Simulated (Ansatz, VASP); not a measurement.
## Al3Cu: VASP beside Ansatz

Contents of POSCAR:

```
Al3Cu
1.0
    2.7784054294      0.0000000000      0.0000000000
    0.0000000000      2.7784054294      0.0000000000
    0.0000000000      0.0000000000      7.5134034100
Al Cu
3 1
Direct
    0.0000000000      0.0000000000      0.5000000000
    0.5000000000      0.5000000000      0.2261155100
    0.5000000000      0.5000000000      0.7738844900
    0.0000000000      0.0000000000      0.0000000000
```

INCAR.step1

```
PREC = Accurate
ENCUT = 520
ISMEAR = 0
SIGMA = 0.1
LREAL = F
LASPH = T
NELM = 80
NBANDS = 18
GGA = PE
ALGO = Normal
EDIFF = 1E-4
LWAVE = T
LCHARG = F
```

INCAR.step2

```
PREC = Accurate
ENCUT = 520
EDIFF = 1E-7
ISMEAR = 0
SIGMA = 0.1
LREAL = F
LASPH = T
NELM = 80
ALGO = Normal
ISIF = 2
LWAVE = F
LCHARG = T
METAGGA = R2SCAN
LMIXTAU = T
LELF = T
LVHAR = T
NBANDS = 18
ISTART = 1
```

The input KPOINTS:

```
regular mesh
0
Gamma
  8 8 3
```

Input for Ansatz:

```yaml
crystal:
  lattice:
    - [2.7784054294, 0.0, 0.0]
    - [0.0, 2.7784054294, 0.0]
    - [0.0, 0.0, 7.51340341]
  atoms:
    - { symbol: Al, position: [0.0, 0.0, 0.5] }
    - { symbol: Al, position: [0.5, 0.5, 0.22611551] }
    - { symbol: Al, position: [0.5, 0.5, 0.77388449] }
    - { symbol: Cu, position: [0.0, 0.0, 0.0] }
basis:
  ecutwfc: 500
kpoints:
  mp_grid: { grid: [8, 8, 3] }
hamiltonian:
  xc: r2scan
scf:
  occupations: { method: gaussian, width: 0.1 }
output:
  forces: true
  stress: true
  eigenvalues: true
```

Alike in both runs: task single point; functional r2SCAN; k mesh 8 × 8 × 3; occupations gaussian, width 0.1 eV; no spin polarisation.

|  | VASP | Ansatz |
| --- | --- | --- |
| version | VASP 6.6.1 | Ansatz 0.2.0 |
| potentials or method | VASP PAW PBE potentials, release 64 (Al, Cu), cutoff 520 eV | scalar-relativistic, plane waves, PAW |
| valence electrons in the cell | 20 | 28 |

Ansatz gave:

```
gap on the k mesh at the Fermi level (eV)                     : none
pressure (GPa)                                                : 0.6
traceless stress, the component that is largest in VASP (GPa) : -0.14
rms of the force components (eV/Å)                            : 0.058
```

Which values does VASP return?

gap on the k mesh at the Fermi level (eV): none; pressure (GPa): 0.4; traceless stress, the component that is largest in VASP (GPa): -0.22; rms of the force components (eV/Å): 0.049.

VASP's potentials were made for PBE, not for r2SCAN. Atom by atom the forces differ by 0.009 eV/Å (rms over components). A gap of «none» marks a metal or a gap that the smearing closes. VASP's potentials hold 20 valence electrons a cell and Ansatz's 28, so a difference there can come from the potentials and not from the codes.
